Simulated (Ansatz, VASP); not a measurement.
Au: VASP beside Ansatz

Contents of INCAR:

```
SYSTEM = Au
PREC = Accurate
ENCUT = 500
EDIFF = 1E-6
ISMEAR = 0
SIGMA = 0.014
LREAL = .FALSE.
LASPH = .TRUE.
NELM = 120
ALGO = Normal
ISIF = 2
LWAVE = .FALSE.
LCHARG = .TRUE.
GGA = PE
LELF = .TRUE.
LVHAR = .TRUE.
NBANDS = 12
GGA_COMPAT = .FALSE.
```

KPOINTS

```
Automatic mesh
0
G
  11 11 11
  0 0 0
```

Contents of POSCAR:

```
Au
1.0
   -1.6572690000      1.6572690000      1.6572690000
    1.6572690000     -1.6572690000      1.6572690000
    1.6572690000      1.6572690000     -1.6572690000
Au
1
Direct
    0.0000000000      0.0000000000      0.0000000000
```

input.yaml

```yaml
crystal:
  lattice:
    - [-1.657269, 1.657269, 1.657269]
    - [1.657269, -1.657269, 1.657269]
    - [1.657269, 1.657269, -1.657269]
  atoms:
    - { symbol: Au, position: [0.0, 0.0, 0.0] }
hamiltonian:
  xc: pbe
  pseudopotentials: { kind: paw }
kpoints:
  mp_grid: { grid: [11, 11, 11] }
scf:
  occupations: { method: gaussian, width: 0.014 }
output:
  forces: true
  stress: true
  eigenvalues: true
```

Alike in both runs: task single point; functional PBE; k mesh 11 × 11 × 11; occupations gaussian, width 0.014 eV; no spin polarisation.

```csv
,VASP,Ansatz
version,VASP 6.6.1,Ansatz 0.2.0
potentials or method,"VASP PAW PBE potentials, release 64 (Au)",Ansatz PAW
plane-wave cutoff (eV),500,420
valence electrons in the cell,11,19
```

VASP gave:

```
gap on the k mesh at the Fermi level (eV) : none
pressure (GPa)                            : -1.1
```

Q: What did Ansatz give for the same quantities?

A: gap on the k mesh at the Fermi level (eV): none; pressure (GPa): -0.9.

A gap of «none» marks a metal or a gap that the smearing closes. VASP's potentials hold 11 valence electrons a cell and Ansatz's 19, so a difference there can come from the potentials and not from the codes.

Neither program's run includes spin-orbit coupling.
